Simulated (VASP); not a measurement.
# GaN in VASP: a series of runs, part 2 of 2

VASP 6.6.1.

## 3. Single point, PBE (mode 11 frozen in at -0.016 Å and mode 13 at +0.059 Å (largest displacements))

INCAR

```
PREC = Accurate
ENCUT = 520
EDIFF = 1E-6
ISMEAR = 0
SIGMA = 0.05
LREAL = F
LASPH = T
NELM = 100
ALGO = Normal
ISIF = 2
LWAVE = F
LCHARG = F
GGA = PE
NBANDS = 46
```

KPOINTS

```
Automatic mesh
0
Gamma
  8 6 6
```

POSCAR

```
GaN
1.0
   -3.2185392732      0.0000000000      0.0000000000
    0.0000000000      0.0000000000     -5.2433778863
    0.0000000001     -5.5746735474      0.0000000000
Ga N
4 4
Direct
    0.5000000000      0.0042082948      0.1693450257
    0.0000000000      0.0020241522      0.6639849783
    0.0000000000      0.5020241522      0.3360150217
    0.5000000000      0.5042082948      0.8306549743
    0.5000000000      0.6124485555      0.1671091605
    0.0000000000      0.6133964471      0.6662030710
    0.0000000000      0.1133964471      0.3337969290
    0.5000000000      0.1124485555      0.8328908395
```

Potentials or basis: VASP PAW PBE potentials, release 64 (Ga_d, N).

Started as:

```sh
$ cat potpaw_PBE.64/Ga_d/POTCAR potpaw_PBE.64/N/POTCAR > POTCAR
$ mpirun -np 1 vasp_std > vasp.out
```

OUTCAR:

```text
PREC = Accurate
   ENCUT = 520
   EDIFF = 1E-6
   ISMEAR = 0
   LREAL = F
   LASPH = T
   NELM = 100
   ISIF = 2
   GGA = PE

 ion  position               nearest neighbor table
   1  0.500  0.004  0.169-   7 1.94   7 1.94   8 1.96   5 2.05
   2  0.000  0.002  0.664-   7 1.93   8 1.95   8 1.95   6 2.04
   3  0.000  0.502  0.336-   6 1.93   5 1.95   5 1.95   7 2.04
   4  0.500  0.504  0.831-   6 1.94   6 1.94   5 1.96   8 2.05
   5  0.500  0.612  0.167-   3 1.95   3 1.95   4 1.96   1 2.05
   6  0.000  0.613  0.666-   3 1.93   4 1.94   4 1.94   2 2.04
   7  0.000  0.113  0.334-   2 1.93   1 1.94   1 1.94   3 2.04
   8  0.500  0.112  0.833-   2 1.95   2 1.95   1 1.96   4 2.05

  LATTYP: Found a simple orthorhombic cell.
 ALAT       =     3.2185392732
 B/A-ratio  =     1.6291172613
 C/A-ratio  =     1.7320508076

  Lattice vectors:

 A1 = (  -3.2185392732,   0.0000000000,   0.0000000000)
 A2 = (   0.0000000000,   0.0000000000,  -5.2433778863)
 A3 = (   0.0000000001,  -5.5746735474,   0.0000000000)

Analysis of symmetry for initial positions (statically):
=====================================================================
 Subroutine PRICEL returns:
 Original cell was already a primitive cell.

 Routine SETGRP: Setting up the symmetry group for a
 simple orthorhombic supercell.

 Subroutine GETGRP returns: Found  4 space group operations
 (whereof  2 operations were pure point group operations)
 out of a pool of  8 trial point group operations.

The static configuration has the point symmetry C_1h.
 The point group associated with its full space group is C_2v.

Analysis of symmetry for dynamics (positions and initial velocities):
=====================================================================
 Subroutine PRICEL returns:
 Original cell was already a primitive cell.

 Routine SETGRP: Setting up the symmetry group for a
 simple orthorhombic supercell.

 Subroutine GETGRP returns: Found  4 space group operations
 (whereof  2 operations were pure point group operations)
 out of a pool of  8 trial point group operations.

The dynamic configuration has the point symmetry C_1h.
 The point group associated with its full space group is C_2v.

 Subroutine INISYM returns: Found  4 space group operations
 (whereof  2 operations are pure point group operations),
 and found     1 'primitive' translations

----------------------------------------------------------------------------------------

                                     Primitive cell

  volume of cell :      94.0783

  direct lattice vectors                    reciprocal lattice vectors
    -3.218539273  0.000000000  0.000000000    -0.310699953 -0.000000000  0.000000000
     0.000000000  0.000000000 -5.243377886     0.000000000  0.000000000 -0.190716752
     0.000000000 -5.574673547  0.000000000     0.000000000 -0.179382701  0.000000000

  length of vectors
     3.218539273  5.243377886  5.574673547     0.310699953  0.190716752  0.179382701

  position of ions in fractional coordinates (direct lattice)
     0.500000000  0.004208295  0.169345026
     0.000000000  0.002024152  0.663984978
     0.000000000  0.502024152  0.336015022
     0.500000000  0.504208295  0.830654974
     0.500000000  0.612448556  0.167109160
[... 40 lines left out ...]

 Following reciprocal coordinates:
            Coordinates               Weight
  0.000000  0.000000  0.000000      1.000000
  0.125000  0.000000  0.000000      2.000000
  0.250000  0.000000  0.000000      2.000000
  0.375000  0.000000 -0.000000      2.000000
  0.500000  0.000000  0.000000      1.000000
  0.000000  0.166667  0.000000      2.000000
[... 16 lines left out ...]
  0.250000  0.000000  0.166667      4.000000
  0.375000  0.000000  0.166667      4.000000
 [... further k-points ...]
   k-points           NKPTS =     80   k-points in BZ     NKDIM =     80   number of bands    NBANDS=     46
   number of dos      NEDOS =    301   number of ions     NIONS =      8
   total plane-waves  NPLWV =  40320
   dimension x,y,z NGX =    24 NGY =   40 NGZ =   42
   dimension x,y,z NGXF=    48 NGYF=   80 NGZF=   84
   ions per type =               4   4
   NGX,Y,Z   is equivalent  to a cutoff of  12.40, 12.68, 12.53 a.u.
   NGXF,Y,Z  is equivalent  to a cutoff of  24.79, 25.36, 25.05 a.u.
 SYSTEM =  unknown system
   PREC   = accura    normal or accurate (medium, high low for compatibility)
   ISTART =      0    job   : 0-new  1-cont  2-samecut
   ICHARG =      2    charge: 1-file 2-atom 10-const
   ISPIN  =      1    spin polarized calculation?
   LNONCOLLINEAR =      F non collinear calculations
   LSORBIT =      F    spin-orbit coupling
   LASPH  =      T    aspherical Exc in radial PAW
   ENCUT  =  520.0 eV  38.22 Ry    6.18 a.u.   5.98  9.75 10.37*2*pi/ulx,y,z
   NELM   =    100;   NELMIN=  2; NELMDL= -5     # of ELM steps
   EDIFF  = 0.1E-05   stopping-criterion for ELM
   LREAL  =      F    real-space projection
   EDIFFG = 0.1E-04   stopping-criterion for IOM
   NSW    =      0    number of steps for IOM
   IBRION =     -1    ionic relax: 0-MD 1-quasi-New 2-CG
   NFREE  =      0    steps in history (QN), initial steepest desc. (CG)
   ISIF   =      2    stress and relaxation
   ISYM   =      2    0-nonsym 1-usesym 2-fastsym
   POTIM  = 0.5000    time-step for ionic-motion
   TEBEG  =    0.0;   TEEND  =   0.0 temperature during run
   PSTRESS=    0.0 pullay stress
   NELECT =      72.0000    total number of electrons
   NUPDOWN=      -1.0000    fix difference up-down
   EMIN   =  10.00;   EMAX   =-10.00  energy-range for DOS
   EFERMI =   0.00;   METHOD = LEGACY
   ISMEAR =     0;   SIGMA  =   0.05  broadening in eV -4-tet -1-fermi 0-gaus
   EFERMI_NEDOS =   21; number of points for ismear=-14 and -15
   IALGO  =     38    algorithm
   IMIX   =      4    mixing-type and parameters
     AMIX     =   0.40;   BMIX     =  1.00
     AMIX_MAG =   1.60;   BMIX_MAG =  1.00
  volume/ion in A,a.u.               =      11.76        79.36
  Fermi-wavevector in a.u.,A,eV,Ry     =   1.497462  2.829793 30.509608  2.242393
  Thomas-Fermi vector in A             =   2.609347
   LORBIT       =      0    0 simple, 1 ext, 2 COOP (PROOUT), +10 PAW based schemes
   GGA     = PE    functional components
   LHFCALC =     F    Hartree Fock is set to
   AEXX    =    0.0000 exact exchange contribution
   IVDW    =     0    specifies the selected vdW correction
   LEPSILON=     F    determine dielectric tensor
   LRPA    =     F    only Hartree local field effects (RPA)
 non-spin polarized calculation
 Gauss-broadening in eV      SIGMA  =   0.05
  energy-cutoff  :      520.00
  volume of cell :       94.08
 maximum number of plane-waves:      2568
 NGX is ok and might be reduce to    24
   NGX = 11   NGY = 19   NGZ = 21

 number of electron      72.0000013 magnetization

 Free energy of the ion-electron system (eV)
  ---------------------------------------------------
  ext. energy  EPLUGINS =         0.00000000
  ---------------------------------------------------
  free energy    TOTEN  =       -48.54977386 eV

  energy without entropy =      -48.54977386  energy(sigma->0) =      -48.54977386

 E-fermi :   5.3645     XC(G=0): -11.5118

 val. band max:        5.1132968039   @ k =   0.0000   0.0000   0.0000
 cond. band min:       6.7408214178   @ k =   0.0000   0.0000   0.0000
 fundamental gap:      1.6275246139
 Fermi energy:         5.3645016386

 k-point     1 :       0.0000    0.0000    0.0000
  band No.  band energies     occupation
      1     -10.7580      2.00000
      2     -10.0279      2.00000
      3      -9.8490      2.00000
      4      -9.7660      2.00000
      5      -8.4177      2.00000
      6      -8.4174      2.00000
[... 1165 lines left out ...]
     45      14.3958      0.00000
     46      14.5297      0.00000

 [... further k-points ...]
[... 5 lines left out ...]
  --------------------------------------------------------------------------------------
  -------------------------------------------------------------------------------------
  Total        1.3449755      1.3533336     -1.6571885     -0.0000000      0.0000000      0.0000000
  in kB       22.9052775     23.0476169    -28.2223449     -0.0000000      0.0000000      0.0000000
  external PRESSURE =       5.9101832 kB  Pullay stress =       0.0000000 kB

 VOLUME and BASIS-vectors are now :
 -----------------------------------------------------------------------------
  energy-cutoff  :      520.00
  volume of cell :       94.08
      direct lattice vectors                 reciprocal lattice vectors
    -3.218539273  0.000000000  0.000000000    -0.310699953 -0.000000000  0.000000000
     0.000000000  0.000000000 -5.243377886     0.000000000  0.000000000 -0.190716752
     0.000000000 -5.574673547  0.000000000     0.000000000 -0.179382701  0.000000000

 POSITION                                       TOTAL-FORCE (eV/Angst)
 -----------------------------------------------------------------------------------
     -1.60927     -0.94404     -0.02207        -0.000000      0.371903      0.725399
      0.00000     -3.70150     -0.01061         0.000000     -0.382398      0.514927
      0.00000     -1.87317     -2.63230        -0.000000      0.382398      0.514927
     -1.60927     -4.63063     -2.64375         0.000000     -0.371903      0.725399
     -1.60927     -0.93158     -3.21130        -0.000000      0.014527     -0.603597
      0.00000     -3.71386     -3.21627         0.000000     -0.027831     -0.636729
      0.00000     -1.86081     -0.59458        -0.000000      0.027831     -0.636729
     -1.60927     -4.64309     -0.58961         0.000000     -0.014527     -0.603597
 -----------------------------------------------------------------------------------
    total drift:                               -0.000000     -0.000038     -0.003098

  FREE ENERGIE OF THE ION-ELECTRON SYSTEM (eV)
  ---------------------------------------------------
  free  energy   TOTEN  =       -48.5497738617 eV

  energy  without entropy=      -48.5497738617  energy(sigma->0) =      -48.54977386
```

It took 8.8 min on 1 thread of Oxide Virtual Turin-like, shared host; peak memory 0.33 GiB.

Results:

| Item | Value |
| --- | --- |
| Free energy | -48.5498 eV |
| Pressure | 0.6 GPa |
| Largest force | 0.815 eV/Å |
| Band gap on the k mesh | 1.63 eV |

Forces on the atoms (eV/Å):
```
Ga   0.000  0.372  0.725
Ga   0.000 -0.382  0.515
Ga   0.000  0.382  0.515
Ga   0.000 -0.372  0.725
N    0.000  0.015 -0.604
N    0.000 -0.028 -0.637
N    0.000  0.028 -0.637
N    0.000 -0.015 -0.604
```

Stress tensor (GPa, compression positive):
```
 2.29  0.00  0.00
 0.00  2.30  0.00
 0.00  0.00 -2.82
```

Levels at points of the mesh, in eV from the valence-band top:
```tsv
k point	band 34	band 35	band 36	band 37	band 38	band 39
(0.00, 0.00, 0.00)	-0.18	-0.18	0.00	1.63	3.83	4.82
(0.50, 0.00, 0.00)	-2.30	-1.80	-1.68	5.83	6.01	6.26
(0.00, 0.50, 0.00)	-0.65	-0.65	-0.65	3.94	3.94	4.27
(0.50, 0.50, 0.00)	-1.62	-1.49	-1.49	5.57	5.57	5.66
(0.00, 0.00, 0.50)	-0.68	-0.62	-0.58	3.96	4.03	5.56
(0.50, 0.00, 0.50)	-1.96	-1.27	-1.22	4.74	4.90	5.22
(0.00, 0.50, 0.50)	-1.52	-1.33	-1.33	4.98	4.98	5.09
(0.50, 0.50, 0.50)	-1.84	-1.72	-1.72	4.19	4.19	4.33
```

Caveat: the cell differs from its parent crystal (mode 11 frozen in at -0.016 Å and mode 13 at +0.059 Å (largest displacements)).

## 4. Single point, PBE (mode 11 frozen in at +0.000 Å and mode 13 at +0.059 Å (largest displacements))

INCAR

```
PREC     = Accurate       # precision mode
ENCUT    = 520            # plane-wave cutoff, eV
EDIFF    = 1E-6           # SCF threshold, eV
ISMEAR   = 0              # smearing method
SIGMA    = 0.05           # smearing width, eV
LREAL    = False          # projectors in reciprocal space
LASPH    = True           # aspherical terms in the spheres
NELM     = 100            # most SCF steps
ALGO     = Normal         # electronic algorithm
ISIF     = 2              # what is computed and relaxed
LWAVE    = False          # write WAVECAR
LCHARG   = False          # write CHGCAR
GGA      = PE             # functional
NBANDS   = 46             # bands
```

KPOINTS

```
regular mesh
0
Gamma
  8 6 6
```

POSCAR

```
GaN
1.0
   -3.2185392732      0.0000000000      0.0000000000
    0.0000000000      0.0000000000     -5.2433778863
    0.0000000001     -5.5746735474      0.0000000000
Ga N
4 4
Direct
    0.5000000000      0.0031162235      0.1666650020
    0.0000000000      0.0031162235      0.6666650020
    0.0000000000      0.5031162235      0.3333349980
    0.5000000000      0.5031162235      0.8333349980
    0.5000000000      0.6129225013      0.1666561158
    0.0000000000      0.6129225013      0.6666561158
    0.0000000000      0.1129225013      0.3333438842
    0.5000000000      0.1129225013      0.8333438842
```

Started as:

```sh
$ cat potpaw_PBE.64/Ga_d/POTCAR potpaw_PBE.64/N/POTCAR > POTCAR
$ mpirun -np 1 vasp_std > vasp.out
```

Wall time 5.7 min (1 thread of Oxide Virtual Turin-like, shared host); peak memory 0.33 GiB.

Results (log left out):

| Property | Result |
| --- | --- |
| Free energy | -48.5623 eV |
| Pressure | 0.6 GPa |
| Largest force | 0.618 eV/Å |
| Band gap on the k mesh | 1.63 eV |

Forces on the atoms (eV/Å):
```
Ga   0.000 -0.001  0.618
Ga   0.000 -0.001  0.618
Ga   0.000  0.001  0.618
Ga   0.000  0.001  0.618
N    0.000 -0.001 -0.618
N    0.000 -0.001 -0.618
N    0.000  0.001 -0.618
N    0.000  0.001 -0.618
```

Stress tensor (GPa, compression positive):
```
 2.27  0.00  0.00
 0.00  2.28  0.00
 0.00  0.00 -2.83
```

Levels at points of the mesh, in eV from the valence-band top:
```csv
k point,band 32,band 33,band 34,band 35,band 36,band 37,band 38,band 39,band 40,band 41
"(0.00, 0.00, 0.00)",-1.11,-1.11,-0.18,-0.18,0.00,1.63,3.83,4.82,5.26,5.96
"(0.50, 0.00, 0.00)",-3.88,-2.32,-2.32,-1.74,-1.74,5.92,5.92,6.30,6.30,7.49
"(0.00, 0.50, 0.00)",-1.78,-0.66,-0.66,-0.65,-0.65,3.94,3.94,4.27,4.27,7.31
"(0.50, 0.50, 0.00)",-3.47,-1.56,-1.56,-1.56,-1.56,5.62,5.62,5.62,5.62,7.76
"(0.00, 0.00, 0.50)",-2.05,-0.72,-0.72,-0.60,-0.60,4.00,4.00,5.57,5.57,7.26
"(0.50, 0.00, 0.50)",-2.80,-2.00,-2.00,-1.25,-1.25,4.82,4.82,5.26,5.26,5.96
"(0.00, 0.50, 0.50)",-2.06,-1.42,-1.42,-1.42,-1.42,5.03,5.03,5.03,5.03,7.29
"(0.50, 0.50, 0.50)",-2.08,-1.78,-1.78,-1.78,-1.78,4.27,4.27,4.27,4.27,7.31
```

Caveat: the cell differs from its parent crystal (mode 11 frozen in at +0.000 Å and mode 13 at +0.059 Å (largest displacements)).
